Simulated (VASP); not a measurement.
# Sb3Pt (Pm-3m) in VASP: further runs

Runs on Sb3Pt. Level: PBE. Tasks: single point, relaxation of cell and atoms.

Everything below comes from runs of VASP 6.6.1. Logs are shortened: lines on timing, memory, paths and dates and some standing lists are left out, and cuts for length are marked.

## Step 1: The cell of the first run

The structure is cubic, space group Pm-3m (No. 221). Conventional cell: a = 4.588 Å, b = 4.588 Å, c = 4.588 Å, α = 90.00°, β = 90.00°, γ = 90.00°. Sb (site symmetry 4/mmm) has 8 Sb at 3.24 Å and 4 Pt at 3.24 Å within 4.3 Å. Within 4.3 Å of Pt (site symmetry m-3m) lie 12 Sb at 3.24 Å.

## Step 2: Single point, PBE

Contents of INCAR:

```
  PREC = Accurate
  ENCUT = 520
  EDIFF = 1E-6
  ISMEAR = 0
  SIGMA = 0.1
  LREAL = F
  LASPH = T
  NELM = 60
  ALGO = Normal
  ISIF = 2
  LWAVE = F
  LCHARG = F
  GGA = PE
  NBANDS = 20
```

Contents of KPOINTS:

```
Automatic mesh
0
Gamma
  4 4 4
```

Contents of POSCAR:

```
Sb3Pt
1.0
    4.5878916529      0.0000000000      0.0000000000
    0.0000000000      4.5878916529      0.0000000000
    0.0000000000      0.0000000000      4.5878916529
Sb Pt
3 1
Direct
    0.0000000000      0.5000000000      0.5000000000
    0.5000000000      0.0000000000      0.5000000000
    0.5000000000      0.5000000000      0.0000000000
    0.0000000000      0.0000000000      0.0000000000
```

Potentials or basis: VASP PAW PBE potentials, release 64 (Sb, Pt).

Command:

```console
cat potpaw_PBE.64/Sb/POTCAR potpaw_PBE.64/Pt/POTCAR > POTCAR
mpirun -np 1 vasp_std > vasp.out
```

OUTCAR:

```text
PREC = Accurate
   ENCUT = 520
   EDIFF = 1E-6
   ISMEAR = 0
   LREAL = F
   LASPH = T
   NELM = 60
   ISIF = 2
   GGA = PE

 ion  position               nearest neighbor table
   1  0.000  0.500  0.500-   2 3.24   3 3.24   4 3.24   3 3.24   4 3.24   2 3.24   4 3.24   4 3.24
                             2 3.24   3 3.24   3 3.24   2 3.24
   2  0.500  0.000  0.500-   1 3.24   3 3.24   4 3.24   3 3.24   4 3.24   1 3.24   3 3.24   3 3.24
                             1 3.24   4 3.24   4 3.24   1 3.24
   3  0.500  0.500  0.000-   1 3.24   2 3.24   4 3.24   1 3.24   2 3.24   2 3.24   4 3.24   2 3.24
                             1 3.24   4 3.24   1 3.24   4 3.24
   4  0.000  0.000  0.000-   1 3.24   2 3.24   3 3.24   1 3.24   2 3.24   1 3.24   3 3.24   1 3.24
                             2 3.24   3 3.24   2 3.24   3 3.24

  LATTYP: Found a simple cubic cell.
 ALAT       =     4.5878916529

  Lattice vectors:

 A1 = (   4.5878916529,   0.0000000000,   0.0000000000)
 A2 = (   0.0000000000,   4.5878916529,   0.0000000000)
 A3 = (   0.0000000000,   0.0000000000,   4.5878916529)

Analysis of symmetry for initial positions (statically):
=====================================================================
 Subroutine PRICEL returns:
 Original cell was already a primitive cell.

 Routine SETGRP: Setting up the symmetry group for a
 simple cubic supercell.

 Subroutine GETGRP returns: Found 48 space group operations
 (whereof 48 operations were pure point group operations)
 out of a pool of 48 trial point group operations.

The static configuration has the point symmetry O_h .

Analysis of symmetry for dynamics (positions and initial velocities):
=====================================================================
 Subroutine PRICEL returns:
 Original cell was already a primitive cell.

 Routine SETGRP: Setting up the symmetry group for a
 simple cubic supercell.

 Subroutine GETGRP returns: Found 48 space group operations
 (whereof 48 operations were pure point group operations)
 out of a pool of 48 trial point group operations.

The dynamic configuration has the point symmetry O_h .

 Subroutine INISYM returns: Found 48 space group operations
 (whereof 48 operations are pure point group operations),
 and found     1 'primitive' translations

----------------------------------------------------------------------------------------

                                     Primitive cell

  volume of cell :      96.5694

  direct lattice vectors                    reciprocal lattice vectors
[... 78 lines left out ...]
   EDIFFG = 0.1E-04   stopping-criterion for IOM
   NSW    =      0    number of steps for IOM
   IBRION =     -1    ionic relax: 0-MD 1-quasi-New 2-CG
   NFREE  =      0    steps in history (QN), initial steepest desc. (CG)
   ISIF   =      2    stress and relaxation
   ISYM   =      2    0-nonsym 1-usesym 2-fastsym
   POTIM  = 0.5000    time-step for ionic-motion
   TEBEG  =    0.0;   TEEND  =   0.0 temperature during run
   PSTRESS=    0.0 pullay stress
   NELECT =      25.0000    total number of electrons
   NUPDOWN=      -1.0000    fix difference up-down
   EMIN   =  10.00;   EMAX   =-10.00  energy-range for DOS
   EFERMI =   0.00;   METHOD = LEGACY
   ISMEAR =     0;   SIGMA  =   0.10  broadening in eV -4-tet -1-fermi 0-gaus
   EFERMI_NEDOS =   21; number of points for ismear=-14 and -15
   IALGO  =     38    algorithm
   IMIX   =      4    mixing-type and parameters
     AMIX     =   0.40;   BMIX     =  1.00
     AMIX_MAG =   1.60;   BMIX_MAG =  1.00
  volume/ion in A,a.u.               =      24.14       162.92
  Fermi-wavevector in a.u.,A,eV,Ry     =   1.043378  1.971699 14.811815  1.088638
  Thomas-Fermi vector in A             =   2.178085
   LORBIT       =      0    0 simple, 1 ext, 2 COOP (PROOUT), +10 PAW based schemes
   GGA     = PE    functional components
   LHFCALC =     F    Hartree Fock is set to
   AEXX    =    0.0000 exact exchange contribution
   IVDW    =     0    specifies the selected vdW correction
   LEPSILON=     F    determine dielectric tensor
   LRPA    =     F    only Hartree local field effects (RPA)
 non-spin polarized calculation
 Gauss-broadening in eV      SIGMA  =   0.10
  energy-cutoff  :      520.00
  volume of cell :       96.57
 maximum number of plane-waves:      2624
 NGX is ok and might be reduce to    36
   NGX = 17   NGY = 17   NGZ = 17

 number of electron      24.9999996 magnetization

 Free energy of the ion-electron system (eV)
  ---------------------------------------------------
  ext. energy  EPLUGINS =         0.00000000
  ---------------------------------------------------
  free energy    TOTEN  =       -17.57932132 eV

  energy without entropy =      -17.56384853  energy(sigma->0) =      -17.57158492

 E-fermi :   9.1613     XC(G=0): -10.7427

 val. band max:        9.0997732498   @ k =   0.2500   0.0000   0.0000
 cond. band min:       9.1784254741   @ k =   0.2500   0.0000   0.0000
 fundamental gap:      0.0786522243
 Fermi energy:         9.1612525782

 k-point     1 :       0.0000    0.0000    0.0000
  band No.  band energies     occupation
      1      -4.0765      2.00000
      2       1.3360      2.00000
      3       1.3360      2.00000
      4       4.3357      2.00000
      5       4.3357      2.00000
      6       4.3357      2.00000
[... 219 lines left out ...]
     19      18.0745      0.00000
     20      18.0746      0.00000

------------------------ aborting loop because EDIFF is reached ----------------------------------------

  FORCE on cell =-STRESS in cart. coord.  units (eV):
  Direction    XX          YY          ZZ          XY          YZ          ZX
  --------------------------------------------------------------------------------------
  -------------------------------------------------------------------------------------
  Total       -1.3754821     -1.3754821     -1.3754821     -0.0000000      0.0000000     -0.0000000
  in kB      -22.8205471    -22.8205471    -22.8205471     -0.0000000      0.0000000     -0.0000000
  external PRESSURE =     -22.8205471 kB  Pullay stress =       0.0000000 kB

 VOLUME and BASIS-vectors are now :
 -----------------------------------------------------------------------------
  energy-cutoff  :      520.00
  volume of cell :       96.57
      direct lattice vectors                 reciprocal lattice vectors
     4.587891653  0.000000000  0.000000000     0.217965043  0.000000000  0.000000000
     0.000000000  4.587891653  0.000000000     0.000000000  0.217965043  0.000000000
     0.000000000  0.000000000  4.587891653     0.000000000  0.000000000  0.217965043

 POSITION                                       TOTAL-FORCE (eV/Angst)
 -----------------------------------------------------------------------------------
      0.00000      2.29395      2.29395         0.000000      0.000000      0.000000
      2.29395      0.00000      2.29395         0.000000      0.000000      0.000000
      2.29395      2.29395      0.00000         0.000000      0.000000      0.000000
      0.00000      0.00000      0.00000         0.000000      0.000000      0.000000
 -----------------------------------------------------------------------------------
    total drift:                               -0.000000     -0.000000     -0.000000

  FREE ENERGIE OF THE ION-ELECTRON SYSTEM (eV)
  ---------------------------------------------------
  free  energy   TOTEN  =       -17.5793213187 eV

  energy  without entropy=      -17.5638485267  energy(sigma->0) =      -17.57158492
```

OSZICAR:

```text
N       E                     dE             d eps       ncg     rms          rms(c)
DAV:   1     0.126502061019E+03    0.12650E+03   -0.91724E+03   400   0.102E+03
DAV:   2    -0.103192964927E+02   -0.13682E+03   -0.13190E+03   484   0.190E+02
DAV:   3    -0.176343412139E+02   -0.73150E+01   -0.69942E+01   468   0.455E+01
DAV:   4    -0.177426341189E+02   -0.10829E+00   -0.10779E+00   460   0.572E+00
DAV:   5    -0.177437445579E+02   -0.11104E-02   -0.11104E-02   456   0.718E-01    0.493E+00
DAV:   6    -0.176261344032E+02    0.11761E+00   -0.28021E-01   456   0.333E+00    0.269E+00
DAV:   7    -0.175937521916E+02    0.32382E-01   -0.16838E-01   420   0.218E+00    0.140E+00
DAV:   8    -0.175793530098E+02    0.14399E-01   -0.83920E-02   440   0.186E+00    0.399E-01
DAV:   9    -0.175793277024E+02    0.25307E-04   -0.19374E-03   440   0.264E-01    0.132E-01
DAV:  10    -0.175793207503E+02    0.69521E-05   -0.23205E-04   460   0.922E-02    0.105E-02
DAV:  11    -0.175793219167E+02   -0.11664E-05   -0.11427E-05   440   0.227E-02    0.616E-03
DAV:  12    -0.175793213187E+02    0.59798E-06   -0.12222E-06   236   0.692E-03
   1 F= -.17579321E+02 E0= -.17571585E+02  d E =-.154728E-01
```

stdout:

```text
POSCAR found type information on POSCAR SbPt
 POSCAR found :  2 types and       4 ions
 scaLAPACK will be used
 LDA part: xc-table for (Slater+PW92), standard interpolation
 POSCAR, INCAR and KPOINTS ok, starting setup
 FFT: planning ... GRIDC
 FFT: planning ... GRID_SOFT
 FFT: planning ... GRID
 WAVECAR not read
 entering main loop
```

It took 25 s on 1 thread of Intel Xeon 8259CL, shared host; peak memory 0.21 GiB.

Results:

```yaml
Free_energy: -17.5793 eV
Pressure: -2.3 GPa
```

Caveat: spin-orbit coupling is left out, which moves the levels of the heavy elements.

## Step 3: Single point, PBE

This run uses another cell than the first one, of 23.63 Å³/atom, 0.979 times its volume.

Contents of INCAR:

```
SYSTEM = Sb3Pt
PREC = Accurate ; ENCUT = 520
EDIFF = 1E-6 ; ISMEAR = 0
SIGMA = 0.1 ; LREAL = .False.
LASPH = .True. ; NELM = 100
ALGO = Normal ; ISIF = 2
LWAVE = .False. ; LCHARG = .False.
GGA = PE ; NBANDS = 20
```

Contents of KPOINTS:

```
Automatic mesh
0
Gamma
  10 10 10
  0 0 0
```

Contents of POSCAR:

```
Sb3Pt
1.0
    4.5550563773      0.0000000000      0.0000000000
    0.0000000000      4.5550563773      0.0000000000
    0.0000000000      0.0000000000      4.5550563773
Sb Pt
3 1
Direct
    0.0000000000      0.5000000000      0.5000000000
    0.5000000000      0.0000000000      0.5000000000
    0.5000000000      0.5000000000      0.0000000000
    0.0000000000      0.0000000000      0.0000000000
```

Potentials or basis: VASP PAW PBE potentials, release 64 (Sb, Pt).

Command:

```console
cat potpaw_PBE.64/Sb/POTCAR potpaw_PBE.64/Pt/POTCAR > POTCAR
mpirun -np 1 vasp_std > vasp.out
```

Wall time 1.9 min (1 thread of Intel Xeon 8259CL, shared host); peak memory 0.27 GiB.

Results (log left out):

* Free energy: -17.5545 eV
* Pressure: -0.2 GPa

Levels at points of the mesh, in eV from the Fermi level:
| k point | band 9 | band 10 | band 11 | band 12 | band 13 | band 14 | band 15 | band 16 | band 17 | band 18 |
| --- | --- | --- | --- | --- | --- | --- | --- | --- | --- | --- |
| (0.00, 0.00, 0.00) | -2.55 | -2.08 | -2.08 | -1.42 | 0.78 | 0.78 | 0.78 | 2.93 | 2.93 | 2.93 |
| (0.50, 0.00, 0.00) | -1.85 | -1.76 | -1.76 | -1.07 | -1.07 | -0.79 | 1.29 | 3.32 | 3.32 | 4.33 |
| (0.50, 0.50, 0.00) | -2.32 | -1.71 | -1.62 | -0.92 | -0.92 | 0.93 | 0.93 | 2.55 | 3.22 | 4.01 |
| (0.50, 0.50, 0.50) | -2.20 | -2.20 | -1.81 | -1.81 | -1.81 | 4.32 | 4.32 | 4.67 | 4.67 | 4.67 |

Caveat: spin-orbit coupling is left out, which moves the levels of the heavy elements.

## Step 4: Relaxation of cell and atoms, PBE

Contents of INCAR:

```
PREC     = Accurate       # precision mode
ENCUT    = 600            # plane-wave cutoff, eV
EDIFF    = 1E-6           # SCF threshold, eV
ISMEAR   = 0              # smearing method
SIGMA    = 0.1            # smearing width, eV
LREAL    = False          # projectors in reciprocal space
LASPH    = True           # aspherical terms in the spheres
NELM     = 100            # most SCF steps
ALGO     = Normal         # electronic algorithm
ISIF     = 3              # what is computed and relaxed
LWAVE    = False          # write WAVECAR
LCHARG   = False          # write CHGCAR
GGA      = PE             # functional
IBRION   = 2              # ionic algorithm
NSW      = 100            # ionic steps
EDIFFG   = -0.01          # ionic threshold
```

Contents of KPOINTS:

```
regular mesh
0
Gamma
  10 10 10
```

Contents of POSCAR:

```
Sb3Pt
1.0
    4.5878916529      0.0000000000      0.0000000000
    0.0000000000      4.5878916529      0.0000000000
    0.0000000000      0.0000000000      4.5878916529
Sb Pt
3 1
Direct
    0.0000000000      0.5000000000      0.5000000000
    0.5000000000      0.0000000000      0.5000000000
    0.5000000000      0.5000000000      0.0000000000
    0.0000000000      0.0000000000      0.0000000000
```

Potentials or basis: VASP PAW PBE potentials, release 64 (Sb, Pt).

Command:

```console
cat potpaw_PBE.64/Sb/POTCAR potpaw_PBE.64/Pt/POTCAR > POTCAR
mpirun -np 1 vasp_std > vasp.out
```

OUTCAR:

```text
PREC = Accurate
   ENCUT = 600
   EDIFF = 1E-6
   ISMEAR = 0
   LREAL = False
   LASPH = True
   NELM = 100
   ISIF = 3
   GGA = PE
   IBRION = 2
   NSW = 100
   EDIFFG = -0.01

 ion  position               nearest neighbor table
   1  0.000  0.500  0.500-   2 3.24   3 3.24   4 3.24   3 3.24   4 3.24   2 3.24   4 3.24   4 3.24
                             2 3.24   3 3.24   3 3.24   2 3.24
   2  0.500  0.000  0.500-   1 3.24   3 3.24   4 3.24   3 3.24   4 3.24   1 3.24   3 3.24   3 3.24
                             1 3.24   4 3.24   4 3.24   1 3.24
   3  0.500  0.500  0.000-   1 3.24   2 3.24   4 3.24   1 3.24   2 3.24   2 3.24   4 3.24   2 3.24
                             1 3.24   4 3.24   1 3.24   4 3.24
   4  0.000  0.000  0.000-   1 3.24   2 3.24   3 3.24   1 3.24   2 3.24   1 3.24   3 3.24   1 3.24
                             2 3.24   3 3.24   2 3.24   3 3.24

  LATTYP: Found a simple cubic cell.
[... 275 lines left out ...]

 val. band max:        9.1975207478   @ k =   0.3000   0.0000   0.0000
 cond. band min:       9.1978295101   @ k =   0.3000   0.2000   0.1000
 fundamental gap:      0.0003087623
 Fermi energy:         9.1976495899

 k-point     1 :       0.0000    0.0000    0.0000
  band No.  band energies     occupation
      1      -3.9195      2.00000
      2       1.6732      2.00000
      3       1.6732      2.00000
      4       4.5643      2.00000
      5       4.5643      2.00000
      6       4.5643      2.00000
[... 433 lines left out ...]
      3       1.5058      2.00000
      4       4.1347      2.00000
      5       5.3026      2.00000
      6       5.8047      2.00000
[... 8 lines left out ...]
     15      10.6109      0.00000
     16      11.0127      0.00000

 [... further k-points ...]

------------------------ aborting loop because EDIFF is reached ----------------------------------------

  FORCE on cell =-STRESS in cart. coord.  units (eV):
  Direction    XX          YY          ZZ          XY          YZ          ZX
  --------------------------------------------------------------------------------------
  -------------------------------------------------------------------------------------
  Total       -0.0018925     -0.0018925     -0.0018925     -0.0000000      0.0000000      0.0000000
  in kB       -0.0321475     -0.0321475     -0.0321475     -0.0000000      0.0000000      0.0000000
  external PRESSURE =      -0.0321475 kB  Pullay stress =       0.0000000 kB
[... 19 lines left out ...]
  FREE ENERGIE OF THE ION-ELECTRON SYSTEM (eV)
  ---------------------------------------------------
  free  energy   TOTEN  =       -17.5546474072 eV

  energy  without entropy=      -17.5420304215  energy(sigma->0) =      -17.54833891

 reached required accuracy - stopping structural energy minimisation
```

OSZICAR:

```text
N       E                     dE             d eps       ncg     rms          rms(c)
DAV:   1     0.151350382851E+03    0.15135E+03   -0.10201E+04  1792   0.143E+03
[... 25 lines left out ...]
DAV:   1    -0.176079366593E+02   -0.60520E-01   -0.94693E-01  1792   0.786E+00    0.158E+00
DAV:   2    -0.175745504776E+02    0.33386E-01   -0.56537E-01  1832   0.587E+00    0.103E+00
DAV:   3    -0.175558187320E+02    0.18732E-01   -0.10231E-01  1848   0.235E+00    0.315E-01
DAV:   4    -0.175547626841E+02    0.10560E-02   -0.83901E-03  1984   0.457E-01    0.995E-02
DAV:   5    -0.175546567367E+02    0.10595E-03   -0.11242E-03  2000   0.248E-01    0.870E-02
DAV:   6    -0.175546473310E+02    0.94058E-05   -0.16500E-04  2040   0.969E-02    0.522E-03
DAV:   7    -0.175546474072E+02   -0.76248E-07   -0.90459E-06  2096   0.211E-02
   3 F= -.17554647E+02 E0= -.17548339E+02  d E =-.133029E-01
```

Wall time 5.7 min (1 thread of Intel Xeon 8259CL, shared host); peak memory 0.33 GiB.

What came out:

| Property | Result |
| --- | --- |
| Free energy | -17.5546 eV |
| Relaxed volume | 23.58 Å³/atom |
| Relaxed cell | a = 4.552 Å, b = 4.552 Å, c = 4.552 Å, α = 90.00°, β = 90.00°, γ = 90.00° |
| Space group after relaxing (to 0.05 Å) | Pm-3m (No. 221) |
| Energy gained by relaxing | 3.3 meV/atom |
| Ionic steps | 3 |
| Pressure after relaxing | 0.0 GPa |

Step by step:
```csv
step,energy change (eV),largest force (eV/Å),pressure (GPa),volume (Å³)
1,0.0000,0.0000,-1.85,96.57
2,-0.0061,0.0000,1.48,92.72
3,-0.0133,0.0000,0.00,94.32
```

Final structure:
```yaml
crystal:
  lattice:
    - [4.55198, 0.00000, 0.00000]
    - [0.00000, 4.55198, 0.00000]
    - [0.00000, 0.00000, 4.55198]
  atoms:
    - { symbol: Sb, position: [0.00000, 0.50000, 0.50000] }
    - { symbol: Sb, position: [0.50000, 0.00000, 0.50000] }
    - { symbol: Sb, position: [0.50000, 0.50000, 0.00000] }
    - { symbol: Pt, position: [0.00000, 0.00000, 0.00000] }
```

Caveat: spin-orbit coupling is left out, which moves the levels of the heavy elements.

## Step 5: Summary

| task | cell | k mesh | cutoff (eV) | gap on the mesh (eV) | pressure (GPa) |
| --- | --- | --- | --- | --- | --- |
| single point | a = 4.588 Å, 4 atoms | 4 × 4 × 4 | 520 | none | -2.3 |
| single point | a = 4.555 Å, 4 atoms | 10 × 10 × 10 | 520 | none | -0.2 |
| relaxation of cell and atoms | relaxed from a = 4.588 Å, 4 atoms | 10 × 10 × 10 | 600 | none | 0.0 |

Alike in all rows: level PBE; potentials or basis VASP PAW PBE potentials, release 64 (Sb, Pt); no spin polarisation; smearing gaussian 0.1 eV.

Caveats: spin-orbit coupling is left out, which moves the levels of the heavy elements.

Absolute energies hang on the potentials; compare differences alone.
